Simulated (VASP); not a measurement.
# Mn (Pm-3m) in VASP: further runs, part 2 of 2

VASP 6.6.1.

### 4 Single point, r2SCAN (volume scaled by 0.88)

Contents of POSCAR:

```
Mn
1.0
    2.1653310627      0.0000000000      0.0000000000
    0.0000000000      2.1653310627      0.0000000000
    0.0000000000      0.0000000000      2.1653310627
Mn
1
Direct
    0.0000000000      0.0000000000      0.0000000000
```

Contents of INCAR.step1:

```
SYSTEM = Mn
ALGO = Normal
EDIFF = 1E-4
ENCUT = 520
GGA = PE
ISMEAR = -1
LASPH = .True.
LCHARG = .False.
LREAL = .False.
LWAVE = .True.
NBANDS = 12
NELM = 60
PREC = Accurate
SIGMA = 0.1
```

Contents of INCAR.step2:

```
SYSTEM = Mn
ALGO = Normal
EDIFF = 1E-7
ENCUT = 520
ISIF = 2
ISMEAR = -1
ISTART = 1
LASPH = .True.
LCHARG = .False.
LMIXTAU = .True.
LREAL = .False.
LWAVE = .False.
METAGGA = R2SCAN
NBANDS = 12
NELM = 60
PREC = Accurate
SIGMA = 0.1
```

Contents of KPOINTS:

```
k-points
0
Gamma
  16 16 16
  0 0 0
```

Run with:

```bash
cat potpaw_PBE.64/Mn_pv/POTCAR > POTCAR
cp INCAR.step1 INCAR
mpirun -np 1 vasp_std > vasp.out
cp INCAR.step2 INCAR
mpirun -np 1 vasp_std > vasp.out
```

It took 28 s on 1 thread of Intel Xeon Platinum 8259CL at 2.50GHz (Skylake/Cascade Lake), shared host; peak memory 0.13 GiB.

Results (log left out):

| Quantity | Value |
| --- | --- |
| Free energy | -13.2290 eV |
| Pressure | 40.5 GPa |

Levels at points of the mesh, in eV from the Fermi level:
| k point | band 4 | band 5 | band 6 | band 7 | band 8 | band 9 |
| --- | --- | --- | --- | --- | --- | --- |
| (0.00, 0.00, 0.00) | -9.30 | -4.90 | -4.90 | 2.18 | 2.18 | 2.18 |
| (0.50, 0.00, 0.00) | -4.33 | -3.96 | -1.43 | -0.18 | -0.18 | 2.39 |
| (0.50, 0.50, 0.00) | -6.46 | -2.92 | 0.33 | 0.33 | 3.50 | 7.20 |
| (0.50, 0.50, 0.50) | -4.41 | -4.41 | -4.41 | 3.63 | 3.63 | 12.41 |

Caveat: the PAW data sets were made with another functional, which shifts forces and pressure a little; the run has no spin polarisation, though such a crystal can be magnetic.

### 5 Single point, r2SCAN (volume scaled by 0.92)

Contents of POSCAR:

```
Mn
1.0
    2.1976542022      0.0000000000      0.0000000000
    0.0000000000      2.1976542022      0.0000000000
    0.0000000000      0.0000000000      2.1976542022
Mn
1
Direct
    0.0000000000      0.0000000000      0.0000000000
```

Contents of INCAR.step1:

```
SYSTEM = Mn
ALGO     = Normal         ! electronic algorithm
EDIFF    = 1E-4           ! SCF threshold, eV
ENCUT    = 520            ! plane-wave cutoff, eV
GGA      = PE             ! functional
ISMEAR   = -1             ! smearing method
LASPH    = .TRUE.         ! aspherical terms in the spheres
LCHARG   = .FALSE.        ! write CHGCAR
LREAL    = .FALSE.        ! projectors in reciprocal space
LWAVE    = .TRUE.         ! write WAVECAR
NBANDS   = 12             ! bands
NELM     = 80             ! most SCF steps
PREC     = Accurate       ! precision mode
SIGMA    = 0.1            ! smearing width, eV
```

Contents of INCAR.step2:

```
SYSTEM = Mn
ALGO     = Normal         ! electronic algorithm
EDIFF    = 1E-7           ! SCF threshold, eV
ENCUT    = 520            ! plane-wave cutoff, eV
ISIF     = 2              ! what is computed and relaxed
ISMEAR   = -1             ! smearing method
ISTART   = 1            
LASPH    = .TRUE.         ! aspherical terms in the spheres
LCHARG   = .FALSE.        ! write CHGCAR
LMIXTAU  = .TRUE.       
LREAL    = .FALSE.        ! projectors in reciprocal space
LWAVE    = .FALSE.        ! write WAVECAR
METAGGA  = R2SCAN         ! meta-GGA
NBANDS   = 12             ! bands
NELM     = 80             ! most SCF steps
PREC     = Accurate       ! precision mode
SIGMA    = 0.1            ! smearing width, eV
```

Contents of KPOINTS:

```
k-points
0
G
  16 16 16
  0 0 0
```

Potentials or basis: VASP PAW PBE potentials, release 64 (Mn_pv).

Run with:

```bash
cat potpaw_PBE.64/Mn_pv/POTCAR > POTCAR
cp INCAR.step1 INCAR
mpirun -np 1 vasp_std > vasp.out
cp INCAR.step2 INCAR
mpirun -np 1 vasp_std > vasp.out
```

OUTCAR:

```text
SYSTEM = Mn
   EDIFF = 1E-7
   ENCUT = 520
   ISIF = 2
   ISMEAR = -1
   ISTART = 1
   LASPH = .TRUE.
   LREAL = .FALSE.
   METAGGA = R2SCAN
   NELM = 80
   PREC = Accurate

 ion  position               nearest neighbor table
   1  0.000  0.000  0.000-

  LATTYP: Found a simple cubic cell.
 ALAT       =     2.1976542022

  Lattice vectors:

 A1 = (   2.1976542022,   0.0000000000,   0.0000000000)
 A2 = (   0.0000000000,   2.1976542022,   0.0000000000)
 A3 = (   0.0000000000,   0.0000000000,   2.1976542022)

[... 538 lines left out ...]
 [... further k-points ...]

------------------------ aborting loop because EDIFF is reached ----------------------------------------

  FORCE on cell =-STRESS in cart. coord.  units (eV):
  Direction    XX          YY          ZZ          XY          YZ          ZX
  --------------------------------------------------------------------------------------
  -------------------------------------------------------------------------------------
  Total        1.6023668      1.6023668      1.6023668      0.0000000      0.0000000      0.0000000
  in kB      241.8769335    241.8769335    241.8769335      0.0000000      0.0000000      0.0000000
  external PRESSURE =     241.8769335 kB  Pullay stress =       0.0000000 kB

 VOLUME and BASIS-vectors are now :
 -----------------------------------------------------------------------------
  energy-cutoff  :      520.00
  volume of cell :       10.61
      direct lattice vectors                 reciprocal lattice vectors
     2.197654202  0.000000000  0.000000000     0.455030641  0.000000000  0.000000000
     0.000000000  2.197654202  0.000000000     0.000000000  0.455030641  0.000000000
     0.000000000  0.000000000  2.197654202     0.000000000  0.000000000  0.455030641

 POSITION                                       TOTAL-FORCE (eV/Angst)
 -----------------------------------------------------------------------------------
      0.00000      0.00000      0.00000         0.000000      0.000000      0.000000
 -----------------------------------------------------------------------------------
    total drift:                               -0.000000     -0.000000      0.000000

  FREE ENERGIE OF THE ION-ELECTRON SYSTEM (eV)
  ---------------------------------------------------
  free  energy   TOTEN  =       -13.3216970348 eV

  energy  without entropy=      -13.2720209967  energy(sigma->0) =      -13.29685902
```

Wall time 28 s (1 thread of Intel Xeon Platinum 8259CL at 2.50GHz (Skylake/Cascade Lake), shared host); peak memory 0.13 GiB.

What came out:

```
Free energy : -13.3217 eV
Pressure    : 24.2 GPa
```

Levels at points of the mesh, in eV from the Fermi level:
```tsv
k point	band 4	band 5	band 6	band 7	band 8	band 9
(0.00, 0.00, 0.00)	-9.09	-4.64	-4.64	2.05	2.05	2.05
(0.50, 0.00, 0.00)	-4.22	-3.76	-1.41	-0.16	-0.16	2.25
(0.50, 0.50, 0.00)	-6.06	-2.81	0.32	0.32	3.27	6.90
(0.50, 0.50, 0.50)	-4.13	-4.13	-4.13	3.39	3.39	12.41
```

Caveat: the PAW data sets were made with another functional, which shifts forces and pressure a little; the run has no spin polarisation, though such a crystal can be magnetic.

### 6 The runs side by side

| spin | cell | k mesh | gap on the mesh (eV) | pressure (GPa) |
| --- | --- | --- | --- | --- |
| collinear, antiferromagnetic start | a = 3.612 Å, angles 60.0°, 2 atoms | 6 × 6 × 6 | none | -0.2 |
| off | a = 2.260 Å, 1 atom | 13 × 13 × 13 | none | 0.8 |
| off | a = 2.165 Å, 1 atom | 16 × 16 × 16 | none | 40.5 |
| off | a = 2.198 Å, 1 atom | 16 × 16 × 16 | none | 24.2 |

Alike in all rows: task single point; level r2SCAN; potentials or basis VASP PAW PBE potentials, release 64 (Mn_pv); cutoff (eV) 520; smearing fermi-dirac 0.1 eV.

Caveats: the PAW data sets were made with another functional, which shifts forces and pressure a little.

Total energies depend on the potentials used, so only differences within one code and one set of settings carry meaning.
